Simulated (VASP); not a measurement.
# Rb (Im-3m) in VASP: a series of runs, part 2 of 3

VASP 6.6.1.

**4. Single point, r2SCAN**

This run uses another cell than the first one, of 91.87 Å³/atom.

POSCAR reads:

```
Rb
1.0
   -2.8425668548      2.8425668548      2.8425668548
    2.8425668548     -2.8425668548      2.8425668548
    2.8425668548      2.8425668548     -2.8425668548
Rb
1
Direct
    0.0000000000      0.0000000000      0.0000000000
```

INCAR.step1 reads:

```
SYSTEM = Rb
PREC     = Accurate       ! precision mode
ENCUT    = 520            ! plane-wave cutoff, eV
ISMEAR   = 0              ! smearing method
SIGMA    = 0.05           ! smearing width, eV
LREAL    = .False.        ! projectors in reciprocal space
LASPH    = .True.         ! aspherical terms in the spheres
NELM     = 80             ! most SCF steps
NBANDS   = 10             ! bands
GGA      = PE             ! functional
ALGO     = Normal         ! electronic algorithm
EDIFF    = 1E-4           ! SCF threshold, eV
LWAVE    = .True.         ! write WAVECAR
LCHARG   = .False.        ! write CHGCAR
```

INCAR.step2 reads:

```
SYSTEM = Rb
PREC     = Accurate       ! precision mode
ENCUT    = 520            ! plane-wave cutoff, eV
EDIFF    = 1E-6           ! SCF threshold, eV
ISMEAR   = 0              ! smearing method
SIGMA    = 0.05           ! smearing width, eV
LREAL    = .False.        ! projectors in reciprocal space
LASPH    = .True.         ! aspherical terms in the spheres
NELM     = 80             ! most SCF steps
ALGO     = Normal         ! electronic algorithm
ISIF     = 2              ! what is computed and relaxed
LWAVE    = .False.        ! write WAVECAR
LCHARG   = .False.        ! write CHGCAR
METAGGA  = R2SCAN         ! meta-GGA
LMIXTAU  = .True.       
NBANDS   = 10             ! bands
ISTART   = 1
```

KPOINTS reads:

```
regular mesh
0
Gamma
  10 10 10
  0 0 0
```

Potentials or basis: VASP PAW PBE potentials, release 64 (Rb_sv).

On the command line:

```console
$ cat potpaw_PBE.64/Rb_sv/POTCAR > POTCAR
$ cp INCAR.step1 INCAR
$ mpirun -np 1 vasp_std > vasp.out
$ cp INCAR.step2 INCAR
$ mpirun -np 1 vasp_std > vasp.out
```

OUTCAR:

```text
SYSTEM = Rb
   PREC = Accurate
   ENCUT = 520
   EDIFF = 1E-6
   ISMEAR = 0
   LREAL = .False.
   LASPH = .True.
   NELM = 80
   ISIF = 2
   METAGGA = R2SCAN
   ISTART = 1

 ion  position               nearest neighbor table
   1  0.000  0.000  0.000-

  LATTYP: Found a body centered cubic cell.
 ALAT       =     5.6851337096

  Lattice vectors:

 A1 = (  -2.8425668548,   2.8425668548,   2.8425668548)
 A2 = (   2.8425668548,  -2.8425668548,   2.8425668548)
 A3 = (   2.8425668548,   2.8425668548,  -2.8425668548)

Analysis of symmetry for initial positions (statically):
=====================================================================
 Subroutine PRICEL returns:
 Original cell was already a primitive cell.

 Routine SETGRP: Setting up the symmetry group for a
 body centered cubic supercell.

 Subroutine GETGRP returns: Found 48 space group operations
 (whereof 48 operations were pure point group operations)
 out of a pool of 48 trial point group operations.

The static configuration has the point symmetry O_h .

Analysis of symmetry for dynamics (positions and initial velocities):
=====================================================================
 Subroutine PRICEL returns:
 Original cell was already a primitive cell.

 Routine SETGRP: Setting up the symmetry group for a
 body centered cubic supercell.

 Subroutine GETGRP returns: Found 48 space group operations
 (whereof 48 operations were pure point group operations)
 out of a pool of 48 trial point group operations.

The dynamic configuration has the point symmetry O_h .

 Subroutine INISYM returns: Found 48 space group operations
 (whereof 48 operations are pure point group operations),
 and found     1 'primitive' translations

----------------------------------------------------------------------------------------

                                     Primitive cell

  volume of cell :      91.8739

  direct lattice vectors                    reciprocal lattice vectors
    -2.842566855  2.842566855  2.842566855     0.000000000  0.175897358  0.175897358
     2.842566855 -2.842566855  2.842566855     0.175897358  0.000000000  0.175897358
     2.842566855  2.842566855 -2.842566855     0.175897358  0.175897358  0.000000000

  length of vectors
     4.923470216  4.923470216  4.923470216     0.248756429  0.248756429  0.248756429

  position of ions in fractional coordinates (direct lattice)
     0.000000000  0.000000000  0.000000000

  ion indices of the primitive-cell ions
   primitive index   ion index
                 1           1

----------------------------------------------------------------------------------------

 KPOINTS: regular mesh

Automatic generation of k-mesh.
 Grid dimensions read from file:
 generate k-points for:   10   10   10

 Generating k-lattice:

  Cartesian coordinates                     Fractional coordinates (reciprocal lattice)
     0.000000000  0.017589736  0.017589736     0.100000000  0.000000000  0.000000000
     0.017589736  0.000000000  0.017589736     0.000000000  0.100000000  0.000000000
     0.017589736  0.017589736  0.000000000     0.000000000  0.000000000  0.100000000

  Length of vectors
     0.024875643  0.024875643  0.024875643

  Shift w.r.t. Gamma in fractional coordinates (k-lattice)
     0.000000000  0.000000000  0.000000000

 Subroutine IBZKPT returns following result:
 ===========================================

 Found     47 irreducible k-points:

 Following reciprocal coordinates:
            Coordinates               Weight
  0.000000  0.000000  0.000000      1.000000
  0.100000  0.000000  0.000000     12.000000
  0.200000  0.000000  0.000000     12.000000
  0.300000  0.000000  0.000000     12.000000
  0.400000  0.000000  0.000000     12.000000
  0.500000  0.000000  0.000000      6.000000
[... 16 lines left out ...]
  0.300000  0.300000  0.100000      8.000000
 -0.300000  0.300000  0.100000     24.000000
 [... further k-points ...]
   k-points           NKPTS =     47   k-points in BZ     NKDIM =     47   number of bands    NBANDS=     10
   number of dos      NEDOS =    301   number of ions     NIONS =      1
   total plane-waves  NPLWV =  64000
   dimension x,y,z NGX =    40 NGY =   40 NGZ =   40
   dimension x,y,z NGXF=    80 NGYF=   80 NGZF=   80
   ions per type =               1
   NGX,Y,Z   is equivalent  to a cutoff of  13.51, 13.51, 13.51 a.u.
   NGXF,Y,Z  is equivalent  to a cutoff of  27.01, 27.01, 27.01 a.u.
 SYSTEM =  Rb
   PREC   = accura    normal or accurate (medium, high low for compatibility)
   ISTART =      1    job   : 0-new  1-cont  2-samecut
   ICHARG =      0    charge: 1-file 2-atom 10-const
   ISPIN  =      1    spin polarized calculation?
   LNONCOLLINEAR =      F non collinear calculations
   LSORBIT =      F    spin-orbit coupling
   LASPH  =      T    aspherical Exc in radial PAW
   ENCUT  =  520.0 eV  38.22 Ry    6.18 a.u.   9.15  9.15  9.15*2*pi/ulx,y,z
   NELM   =     80;   NELMIN=  2; NELMDL=  0     # of ELM steps
   EDIFF  = 0.1E-05   stopping-criterion for ELM
   LREAL  =      F    real-space projection
   EDIFFG = 0.1E-04   stopping-criterion for IOM
   NSW    =      0    number of steps for IOM
   IBRION =     -1    ionic relax: 0-MD 1-quasi-New 2-CG
   NFREE  =      0    steps in history (QN), initial steepest desc. (CG)
   ISIF   =      2    stress and relaxation
   ISYM   =      2    0-nonsym 1-usesym 2-fastsym
   POTIM  = 0.5000    time-step for ionic-motion
   TEBEG  =    0.0;   TEEND  =   0.0 temperature during run
   PSTRESS=    0.0 pullay stress
   NELECT =       9.0000    total number of electrons
   NUPDOWN=      -1.0000    fix difference up-down
   EMIN   =  10.00;   EMAX   =-10.00  energy-range for DOS
   EFERMI =   0.00;   METHOD = LEGACY
   ISMEAR =     0;   SIGMA  =   0.05  broadening in eV -4-tet -1-fermi 0-gaus
   EFERMI_NEDOS =   21; number of points for ismear=-14 and -15
   IALGO  =     38    algorithm
   IMIX   =      4    mixing-type and parameters
     AMIX     =   0.40;   BMIX     =  1.00
     AMIX_MAG =   1.60;   BMIX_MAG =  1.00
  volume/ion in A,a.u.               =      91.87       620.00
  Fermi-wavevector in a.u.,A,eV,Ry     =   0.754672  1.426124  7.748927  0.569530
  Thomas-Fermi vector in A             =   1.852393
   LORBIT       =      0    0 simple, 1 ext, 2 COOP (PROOUT), +10 PAW based schemes
   METAGGA = R2SCAN    functional components
   LHFCALC =     F    Hartree Fock is set to
   AEXX    =    0.0000 exact exchange contribution
   IVDW    =     0    specifies the selected vdW correction
   LEPSILON=     F    determine dielectric tensor
   LRPA    =     F    only Hartree local field effects (RPA)
 non-spin polarized calculation
 Gauss-broadening in eV      SIGMA  =   0.05
  energy-cutoff  :      520.00
  volume of cell :       91.87
 maximum number of plane-waves:      2498
 NGX is ok and might be reduce to    40
   NGX = 19   NGY = 19   NGZ = 19

 number of electron       9.0000000 magnetization

 Free energy of the ion-electron system (eV)
  ---------------------------------------------------
  ext. energy  EPLUGINS =         0.00000000
  ---------------------------------------------------
  free energy    TOTEN  =       -13.91540212 eV

  energy without entropy =      -13.91335172  energy(sigma->0) =      -13.91437692

 E-fermi :   0.0511     XC(G=0):  -5.6996

 val. band max:        0.0490333587   @ k =   0.3000   0.2000   0.0000
 cond. band min:       0.1299913506   @ k =  -0.4000   0.4000   0.2000
 fundamental gap:      0.0809579919
 Fermi energy:         0.0510868273

 k-point     1 :       0.0000    0.0000    0.0000
  band No.  band energies     occupation
      1     -30.0345      2.00000
      2     -13.5246      2.00000
      3     -13.5246      2.00000
      4     -13.5246      2.00000
      5      -2.0302      2.00000
      6       4.1533      0.00000
      7       4.1533      0.00000
      8       4.1533      0.00000
      9       5.1245      0.00000
     10       5.1245      0.00000
[... 287 lines left out ...]
 k-point    24 :      -0.3000    0.3000    0.1000
  band No.  band energies     occupation
      1     -30.0313      2.00000
      2     -13.5860      2.00000
      3     -13.5481      2.00000
      4     -13.5318      2.00000
      5      -0.8672      2.00000
      6       2.3295      0.00000
      7       3.2636      0.00000
      8       4.1628      0.00000
      9       5.1297      0.00000
     10       5.6123      0.00000

 [... further k-points ...]

------------------------ aborting loop because EDIFF is reached ----------------------------------------

  FORCE on cell =-STRESS in cart. coord.  units (eV):
  Direction    XX          YY          ZZ          XY          YZ          ZX
  --------------------------------------------------------------------------------------
  -------------------------------------------------------------------------------------
  Total        0.0559824      0.0559824      0.0559824      0.0000000     -0.0000000      0.0000000
  in kB        0.9762696      0.9762696      0.9762696      0.0000000     -0.0000000      0.0000000
  external PRESSURE =       0.9762696 kB  Pullay stress =       0.0000000 kB

 VOLUME and BASIS-vectors are now :
 -----------------------------------------------------------------------------
  energy-cutoff  :      520.00
  volume of cell :       91.87
      direct lattice vectors                 reciprocal lattice vectors
    -2.842566855  2.842566855  2.842566855     0.000000000  0.175897358  0.175897358
     2.842566855 -2.842566855  2.842566855     0.175897358  0.000000000  0.175897358
     2.842566855  2.842566855 -2.842566855     0.175897358  0.175897358  0.000000000

 POSITION                                       TOTAL-FORCE (eV/Angst)
 -----------------------------------------------------------------------------------
      0.00000      0.00000      0.00000         0.000000      0.000000      0.000000
 -----------------------------------------------------------------------------------
    total drift:                                0.000000      0.000000     -0.000000

  FREE ENERGIE OF THE ION-ELECTRON SYSTEM (eV)
  ---------------------------------------------------
  free  energy   TOTEN  =       -13.9154021161 eV

  energy  without entropy=      -13.9133517223  energy(sigma->0) =      -13.91437692
```

It took 2.6 min on 1 thread of Intel Xeon 8259CL, shared host; peak memory 0.26 GiB.

What came out:

```yaml
Free_energy: -13.9154 eV
Pressure: 0.1 GPa
Band_gap_on_the_k_mesh: zero (an odd number of electrons rules out a gap without spin polarisation)
```

Levels at points of the mesh, in eV from the Fermi level:
```
           k point  band 1  band 2  band 3  band 4  band 5  band 6  band 7  band 8  band 9  band 10
(0.00, 0.00, 0.00)  -30.09  -13.58  -13.58  -13.58   -2.08    4.10    4.10    4.10    5.07     5.07
(0.50, 0.00, 0.00)  -30.08  -13.67  -13.61  -13.58    0.35    0.71    2.87    4.77    5.49     5.75
(0.50, 0.50, 0.50)  -30.08  -13.64  -13.64  -13.64    1.32    1.32    3.49    3.49    3.49     5.60
```

Caveat: the PAW data sets were made with another functional, which shifts forces and pressure a little.

(Part 2 of 3 ends here.)
